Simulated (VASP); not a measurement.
# NaH (Fm-3m) in VASP: a series of runs

Runs on NaH. Level: PBE. Tasks: single point.

Program: VASP 6.6.1. These are calculated values, not measurements. Logs are shortened: lines on timing, memory, paths and dates and some standing lists are left out, and cuts for length are marked.

**1. The cell of the first run**

It takes space group Fm-3m (No. 225, cubic). The conventional cell has a = 4.547 Å, b = 4.547 Å, c = 4.547 Å, α = 90.00°, β = 90.00°, γ = 90.00°. Na (site symmetry m-3m) has 6 H at 2.27 Å within 3.0 Å. Within 3.0 Å of H (site symmetry m-3m) lie 6 Na at 2.27 Å.

**2. Single point, PBE**

INCAR reads:

```
  PREC = Accurate
  ENCUT = 500
  EDIFF = 1E-6
  ISMEAR = 0
  SIGMA = 0.01
  LREAL = False
  LASPH = True
  NELM = 120
  ALGO = Normal
  ISIF = 2
  LWAVE = False
  LCHARG = False
  GGA = PE
  NBANDS = 11
  GGA_COMPAT = False
```

KPOINTS reads:

```
Automatic mesh
0
Gamma
  6 6 6
```

POSCAR reads:

```
NaH
1.0
    0.0000000000      2.2735801709      2.2735801709
    2.2735801709      0.0000000000      2.2735801709
    2.2735801709      2.2735801709      0.0000000000
Na H
1 1
Direct
    0.0000000000      0.0000000000      0.0000000000
    0.5000000000      0.5000000000      0.5000000000
```

Potentials or basis: VASP PAW PBE potentials, release 64 (Na_pv, H).

Command:

```
> cat potpaw_PBE.64/Na_pv/POTCAR potpaw_PBE.64/H/POTCAR > POTCAR
> mpirun -np 1 vasp_std > vasp.out
```

OUTCAR:

```text
PREC = Accurate
   ENCUT = 500
   EDIFF = 1E-6
   ISMEAR = 0
   LREAL = False
   LASPH = True
   NELM = 120
   ISIF = 2
   GGA = PE

 ion  position               nearest neighbor table
   1  0.000  0.000  0.000-
   2  0.500  0.500  0.500-

  LATTYP: Found a face centered cubic cell.
 ALAT       =     4.5471603418

  Lattice vectors:

 A1 = (   0.0000000000,   2.2735801709,   2.2735801709)
 A2 = (   2.2735801709,   0.0000000000,   2.2735801709)
 A3 = (   2.2735801709,   2.2735801709,   0.0000000000)

Analysis of symmetry for initial positions (statically):
=====================================================================
 Subroutine PRICEL returns:
 Original cell was already a primitive cell.

 Routine SETGRP: Setting up the symmetry group for a
 face centered cubic supercell.

 Subroutine GETGRP returns: Found 48 space group operations
 (whereof 48 operations were pure point group operations)
 out of a pool of 48 trial point group operations.

The static configuration has the point symmetry O_h .

Analysis of symmetry for dynamics (positions and initial velocities):
=====================================================================
 Subroutine PRICEL returns:
 Original cell was already a primitive cell.

 Routine SETGRP: Setting up the symmetry group for a
 face centered cubic supercell.

 Subroutine GETGRP returns: Found 48 space group operations
 (whereof 48 operations were pure point group operations)
 out of a pool of 48 trial point group operations.

The dynamic configuration has the point symmetry O_h .

 Subroutine INISYM returns: Found 48 space group operations
 (whereof 48 operations are pure point group operations),
 and found     1 'primitive' translations

----------------------------------------------------------------------------------------

                                     Primitive cell

  volume of cell :      23.5050

  direct lattice vectors                    reciprocal lattice vectors
     0.000000000  2.273580171  2.273580171    -0.219917470  0.219917470  0.219917470
     2.273580171  0.000000000  2.273580171     0.219917470 -0.219917470  0.219917470
     2.273580171  2.273580171  0.000000000     0.219917470  0.219917470 -0.219917470

  length of vectors
     3.215327913  3.215327913  3.215327913     0.380908232  0.380908232  0.380908232

  position of ions in fractional coordinates (direct lattice)
     0.000000000  0.000000000  0.000000000
     0.500000000  0.500000000  0.500000000

  ion indices of the primitive-cell ions
   primitive index   ion index
                 1           1
                 2           2

----------------------------------------------------------------------------------------

 KPOINTS: Automatic mesh

Automatic generation of k-mesh.
 Grid dimensions read from file:
 generate k-points for:    6    6    6

 Generating k-lattice:

  Cartesian coordinates                     Fractional coordinates (reciprocal lattice)
    -0.036652912  0.036652912  0.036652912     0.166666667  0.000000000  0.000000000
     0.036652912 -0.036652912  0.036652912     0.000000000  0.166666667  0.000000000
     0.036652912  0.036652912 -0.036652912     0.000000000  0.000000000  0.166666667

  Length of vectors
     0.063484705  0.063484705  0.063484705

  Shift w.r.t. Gamma in fractional coordinates (k-lattice)
     0.000000000  0.000000000  0.000000000

 Subroutine IBZKPT returns following result:
 ===========================================

 Found     16 irreducible k-points:

 Following reciprocal coordinates:
            Coordinates               Weight
  0.000000  0.000000  0.000000      1.000000
  0.166667  0.000000  0.000000      8.000000
  0.333333  0.000000  0.000000      8.000000
  0.500000  0.000000  0.000000      4.000000
  0.166667  0.166667  0.000000      6.000000
  0.333333  0.166667  0.000000     24.000000
[... 8 lines left out ...]
 -0.333333  0.333333  0.166667     24.000000
 -0.333333  0.500000  0.166667     12.000000
   k-points           NKPTS =     16   k-points in BZ     NKDIM =     16   number of bands    NBANDS=     11
   number of dos      NEDOS =    301   number of ions     NIONS =      2
   total plane-waves  NPLWV =  13824
   dimension x,y,z NGX =    24 NGY =   24 NGZ =   24
   dimension x,y,z NGXF=    48 NGYF=   48 NGZF=   48
   ions per type =               1   1
   NGX,Y,Z   is equivalent  to a cutoff of  12.41, 12.41, 12.41 a.u.
   NGXF,Y,Z  is equivalent  to a cutoff of  24.82, 24.82, 24.82 a.u.
 SYSTEM =  unknown system
   PREC   = accura    normal or accurate (medium, high low for compatibility)
   ISTART =      0    job   : 0-new  1-cont  2-samecut
   ICHARG =      2    charge: 1-file 2-atom 10-const
   ISPIN  =      1    spin polarized calculation?
   LNONCOLLINEAR =      F non collinear calculations
   LSORBIT =      F    spin-orbit coupling
   LASPH  =      T    aspherical Exc in radial PAW
   ENCUT  =  500.0 eV  36.75 Ry    6.06 a.u.   5.86  5.86  5.86*2*pi/ulx,y,z
   NELM   =    120;   NELMIN=  2; NELMDL= -5     # of ELM steps
   EDIFF  = 0.1E-05   stopping-criterion for ELM
   LREAL  =      F    real-space projection
   EDIFFG = 0.1E-04   stopping-criterion for IOM
   NSW    =      0    number of steps for IOM
   IBRION =     -1    ionic relax: 0-MD 1-quasi-New 2-CG
   NFREE  =      0    steps in history (QN), initial steepest desc. (CG)
   ISIF   =      2    stress and relaxation
   ISYM   =      2    0-nonsym 1-usesym 2-fastsym
   POTIM  = 0.5000    time-step for ionic-motion
   TEBEG  =    0.0;   TEEND  =   0.0 temperature during run
   PSTRESS=    0.0 pullay stress
   NELECT =       8.0000    total number of electrons
   NUPDOWN=      -1.0000    fix difference up-down
   EMIN   =  10.00;   EMAX   =-10.00  energy-range for DOS
   EFERMI =   0.00;   METHOD = LEGACY
   ISMEAR =     0;   SIGMA  =   0.01  broadening in eV -4-tet -1-fermi 0-gaus
   EFERMI_NEDOS =   21; number of points for ismear=-14 and -15
   IALGO  =     38    algorithm
   IMIX   =      4    mixing-type and parameters
     AMIX     =   0.40;   BMIX     =  1.00
     AMIX_MAG =   1.60;   BMIX_MAG =  1.00
  volume/ion in A,a.u.               =      11.75        79.31
  Fermi-wavevector in a.u.,A,eV,Ry     =   1.143013  2.159982 17.775726  1.306479
  Thomas-Fermi vector in A             =   2.279709
   LORBIT       =      0    0 simple, 1 ext, 2 COOP (PROOUT), +10 PAW based schemes
   GGA     = PE    functional components
   LHFCALC =     F    Hartree Fock is set to
   AEXX    =    0.0000 exact exchange contribution
   IVDW    =     0    specifies the selected vdW correction
   LEPSILON=     F    determine dielectric tensor
   LRPA    =     F    only Hartree local field effects (RPA)
 non-spin polarized calculation
 Gauss-broadening in eV      SIGMA  =   0.01
  energy-cutoff  :      500.00
  volume of cell :       23.51
 maximum number of plane-waves:       609
   NGX = 11   NGY = 11   NGZ = 11

 number of electron       7.9999993 magnetization

 Free energy of the ion-electron system (eV)
  ---------------------------------------------------
  ext. energy  EPLUGINS =         0.00000000
  ---------------------------------------------------
  free energy    TOTEN  =        -5.01030530 eV

  energy without entropy =       -5.01030530  energy(sigma->0) =       -5.01030530

 E-fermi :  -0.4035     XC(G=0):  -8.4060

 val. band max:       -0.5242514028   @ k =  -0.3333   0.5000   0.1667
 cond. band min:       3.6120917420   @ k =   0.5000   0.0000   0.0000
 fundamental gap:      4.1363431448
 Fermi energy:        -0.4035003312

 k-point     1 :       0.0000    0.0000    0.0000
  band No.  band energies     occupation
      1     -22.2752      2.00000
      2     -22.2752      2.00000
      3     -22.2752      2.00000
      4      -4.6201      2.00000
      5      11.6727      0.00000
      6      16.5481      0.00000
      7      16.5481      0.00000
      8      16.5481      0.00000
      9      17.8979      0.00000
     10      17.8979      0.00000
     11      17.8979      0.00000

 k-point     2 :       0.1667    0.0000    0.0000
  band No.  band energies     occupation
      1     -22.3193      2.00000
      2     -22.2800      2.00000
      3     -22.2800      2.00000
      4      -4.0699      2.00000
      5       9.6492      0.00000
      6      13.1819      0.00000
      7      15.4556      0.00000
      8      15.4556      0.00000
      9      18.9557      0.00000
     10      18.9557      0.00000
     11      19.5826      0.00000

 k-point     3 :       0.3333    0.0000    0.0000
  band No.  band energies     occupation
      1     -22.4055      2.00000
      2     -22.2898      2.00000
      3     -22.2898      2.00000
      4      -2.6059      2.00000
      5       5.7293      0.00000
      6      11.9460      0.00000
      7      14.4531      0.00000
      8      14.4531      0.00000
      9      18.4118      0.00000
     10      18.4118      0.00000
     11      21.0210      0.00000

 k-point     4 :       0.5000    0.0000    0.0000
  band No.  band energies     occupation
      1     -22.4476      2.00000
      2     -22.2947      2.00000
      3     -22.2947      2.00000
      4      -1.4016      2.00000
      5       3.6121      0.00000
      6      11.6439      0.00000
      7      14.0942      0.00000
      8      14.0942      0.00000
      9      17.9944      0.00000
     10      17.9944      0.00000
     11      20.8805      0.00000

 k-point     5 :       0.1667    0.1667    0.0000
  band No.  band energies     occupation
      1     -22.3178      2.00000
      2     -22.2892      2.00000
      3     -22.2892      2.00000
      4      -3.8966      2.00000
      5       9.6339      0.00000
      6      13.4268      0.00000
      7      13.8644      0.00000
      8      13.8644      0.00000
      9      17.9350      0.00000
     10      20.6085      0.00000
     11      22.1101      0.00000
[... 99 lines left out ...]
 k-point    13 :       0.5000    0.5000    0.0000
  band No.  band energies     occupation
      1     -22.4266      2.00000
      2     -22.3315      2.00000
      3     -22.3315      2.00000
      4      -0.6912      2.00000
      5       4.5656      0.00000
      6      10.2568      0.00000
      7      11.4118      0.00000
      8      11.4118      0.00000
      9      13.3364      0.00000
     10      26.3323      0.00000
     11      27.8145      0.00000

 k-point    14 :       0.5000    0.3333    0.1667
  band No.  band energies     occupation
      1     -22.3998      2.00000
      2     -22.3387      2.00000
      3     -22.3091      2.00000
      4      -1.5863      2.00000
      5       5.9443      0.00000
      6       7.9536      0.00000
      7      11.4587      0.00000
      8      16.6766      0.00000
      9      17.0852      0.00000
     10      19.5357      0.00000
     11      23.9457      0.00000

 k-point    15 :      -0.3333    0.3333    0.1667
  band No.  band energies     occupation
      1     -22.4034      2.00000
      2     -22.3580      2.00000
      3     -22.3186      2.00000
      4      -0.7517      2.00000
      5       5.1057      0.00000
      6       7.0291      0.00000
      7      10.5703      0.00000
      8      16.9854      0.00000
      9      18.0136      0.00000
     10      20.7656      0.00000
     11      22.9884      0.00000

 k-point    16 :      -0.3333    0.5000    0.1667
  band No.  band energies     occupation
      1     -22.4028      2.00000
      2     -22.3552      2.00000
      3     -22.3350      2.00000
      4      -0.5243      2.00000
      5       5.2291      0.00000
      6       7.2596      0.00000
      7       9.4377      0.00000
      8      15.9881      0.00000
      9      16.7587      0.00000
     10      22.6673      0.00000
     11      22.8871      0.00000

------------------------ aborting loop because EDIFF is reached ----------------------------------------

  FORCE on cell =-STRESS in cart. coord.  units (eV):
  Direction    XX          YY          ZZ          XY          YZ          ZX
  --------------------------------------------------------------------------------------
  -------------------------------------------------------------------------------------
  Total        0.8654625      0.8654625      0.8654625     -0.0000000      0.0000000     -0.0000000
  in kB       58.9926628     58.9926628     58.9926628     -0.0000000      0.0000000     -0.0000000
  external PRESSURE =      58.9926628 kB  Pullay stress =       0.0000000 kB

 VOLUME and BASIS-vectors are now :
 -----------------------------------------------------------------------------
  energy-cutoff  :      500.00
  volume of cell :       23.51
      direct lattice vectors                 reciprocal lattice vectors
     0.000000000  2.273580171  2.273580171    -0.219917470  0.219917470  0.219917470
     2.273580171  0.000000000  2.273580171     0.219917470 -0.219917470  0.219917470
     2.273580171  2.273580171  0.000000000     0.219917470  0.219917470 -0.219917470

 POSITION                                       TOTAL-FORCE (eV/Angst)
 -----------------------------------------------------------------------------------
      0.00000      0.00000      0.00000        -0.000000      0.000000     -0.000000
      2.27358      2.27358      2.27358         0.000000     -0.000000      0.000000
 -----------------------------------------------------------------------------------
    total drift:                                0.000000     -0.000000     -0.000000

  FREE ENERGIE OF THE ION-ELECTRON SYSTEM (eV)
  ---------------------------------------------------
  free  energy   TOTEN  =        -5.0103052969 eV

  energy  without entropy=       -5.0103052969  energy(sigma->0) =       -5.01030530
```

It took 4.6 s on 1 thread of AMD EPYC 7R43 (Zen 3), shared host; peak memory 0.1 GiB.

What came out:

| Property | Result |
| --- | --- |
| Free energy | -5.0103 eV |
| Pressure | 5.9 GPa |
| Band gap on the k mesh | 4.14 eV (least direct gap 5.01 eV) |

Levels at points of the mesh, in eV from the valence-band top:
```
           k point  band 2  band 3  band 4  band 5  band 6  band 7
(0.00, 0.00, 0.00)  -21.75  -21.75   -4.10   12.20   17.07   17.07
(0.50, 0.00, 0.00)  -21.77  -21.77   -0.88    4.14   12.17   14.62
(0.50, 0.50, 0.00)  -21.81  -21.81   -0.17    5.09   10.78   11.94
```

Caveat: the cell stands under pressure. A k mesh can miss the band edges.

[end of part 1 of 2]
